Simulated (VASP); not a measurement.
NiMoIrPdW, 5 atoms in the cell. Symmetry: P3m1, No. 156, trigonal system. The conventional cell has a = 4.117 Å, b = 4.117 Å, c = 5.446 Å, α = 90.00°, β = 90.00°, γ = 120.00°. Within 3.1 Å of Ni (site symmetry 3m) lie 3 Mo at 2.38 Å and 3 Ir at 2.69 Å and 3 W at 2.82 Å. Within 3.1 Å of Mo (site symmetry 3m) lie 3 Ni at 2.38 Å and 3 Ir at 2.70 Å and 2 Pd at 2.72 to 2.73 Å and 3 W at 2.81 Å. Within 3.5 Å of Pd (site symmetry 3m) lie 3 W at 2.68 Å and 2 Mo at 2.72 to 2.73 Å and 3 Ir at 2.77 Å. Ir (site symmetry 3m) has 2 W at 2.66 to 2.78 Å and 3 Ni at 2.69 Å and 3 Mo at 2.70 Å and 3 Pd at 2.77 Å within 3.5 Å. W (site symmetry 3m) has 2 Ir at 2.66 to 2.78 Å and 3 Pd at 2.68 Å and 3 Mo at 2.81 Å and 3 Ni at 2.82 Å within 3.5 Å. 

```yaml
Program: VASP 6.6.1
Task: single point
Functional: PBE
Potentials_or_basis: VASP PAW PBE potentials, release 64 (Ni, Mo_sv, Pd, Ir, W_sv)
Cutoff: 520 eV
k_mesh: 6 × 6 × 4
Occupations: fermi-dirac, width 0.05 eV
Spin: collinear spin, ferromagnetic start
Starting_moments: "[1.0, 1.0, 0.0, 0.6, 0.0] μB"
Hubbard_terms: Ir d U = 3.0 eV, Mo d U = 3.0 eV, Ni d U = 3.0 eV, Pd d U = 3.0 eV, W d U = 3.0 eV
Dipole_correction: no
Further_INCAR_settings: ALGO = Fast; EDIFF = 1e-06; NBANDS = 40
```

Potentials or basis: VASP PAW PBE potentials, release 64 (Ni, Mo_sv, Pd, Ir, W_sv).

Run with:

```console
$ cat potpaw_PBE.64/Ni/POTCAR potpaw_PBE.64/Mo_sv/POTCAR potpaw_PBE.64/Pd/POTCAR potpaw_PBE.64/Ir/POTCAR potpaw_PBE.64/W_sv/POTCAR > POTCAR
$ mpirun -np 1 vasp_std > vasp.out
```

Hardware: 1 thread of Intel(R) Xeon(R) Platinum 8259CL CPU @ 2.50GHz (Skylake/Cascade Lake), with other jobs on the host.

How long does it take, and how much memory?

It took 7.6 min on 1 thread of Intel(R) Xeon(R) Platinum 8259CL CPU @ 2.50GHz (Skylake/Cascade Lake), on a shared host, peak memory 0.43 GiB. Counts: scf iterations 24, k points 47.
